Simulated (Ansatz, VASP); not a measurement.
# One calculation of CsH, two programs

The input POSCAR:

```
CsH
1.0
    0.0000000000      3.0893381214      3.0893381214
    3.0893381214      0.0000000000      3.0893381214
    3.0893381214      3.0893381214      0.0000000000
Cs H
1 1
Direct
    0.0000000000      0.0000000000      0.0000000000
    0.5000000000      0.5000000000      0.5000000000
```

INCAR.step1

```
SYSTEM = CsH
PREC = Accurate
ENCUT = 520
ISMEAR = 0
SIGMA = 0.02
LREAL = .False.
LASPH = .True.
NELM = 100
NBANDS = 12
GGA = PE
ALGO = Normal
EDIFF = 1E-4
LWAVE = .True.
LCHARG = .False.
```

The input INCAR.step2:

```
SYSTEM = CsH
PREC = Accurate
ENCUT = 520
EDIFF = 1E-6
ISMEAR = 0
SIGMA = 0.02
LREAL = .False.
LASPH = .True.
NELM = 100
ALGO = Normal
ISIF = 2
LWAVE = .False.
LCHARG = .False.
METAGGA = R2SCAN
LMIXTAU = .True.
NBANDS = 12
ISTART = 1
```

KPOINTS

```
regular mesh
0
Gamma
  6 6 6
  0 0 0
```

Input for Ansatz:

```yaml
crystal:
  lattice:
    - [0.0, 3.0893381214, 3.0893381214]
    - [3.0893381214, 0.0, 3.0893381214]
    - [3.0893381214, 3.0893381214, 0.0]
  atoms:
    - { symbol: Cs, position: [0.0, 0.0, 0.0] }
    - { symbol: H, position: [0.5, 0.5, 0.5] }
basis:
  ecutwfc: 500
kpoints:
  mp_grid: { grid: [6, 6, 6] }
hamiltonian:
  xc: r2scan
scf:
  occupations: { method: gaussian, width: 0.02 }
output:
  forces: true
  stress: true
  eigenvalues: true
```

Alike in both runs: task single point; functional r2SCAN; k mesh 6 × 6 × 6; occupations gaussian, width 0.02 eV; no spin polarisation.

```csv
,VASP,Ansatz
version,VASP 6.6.1,Ansatz 0.2.0
potentials or method,"VASP PAW PBE potentials, release 64 (Cs_sv, H), cutoff 520 eV","scalar-relativistic, plane waves, PAW"
valence electrons in the cell,10,10
```

```csv
,VASP,Ansatz,Ansatz less VASP
gap on the k mesh at the Fermi level (eV),2.54,2.56,+0.023
least direct gap on the mesh (eV),2.54,2.56,+0.023
pressure (GPa),1.2,1.1,-0.06
```

VASP's potentials were made for PBE, not for r2SCAN.

Neither program's run includes spin-orbit coupling.
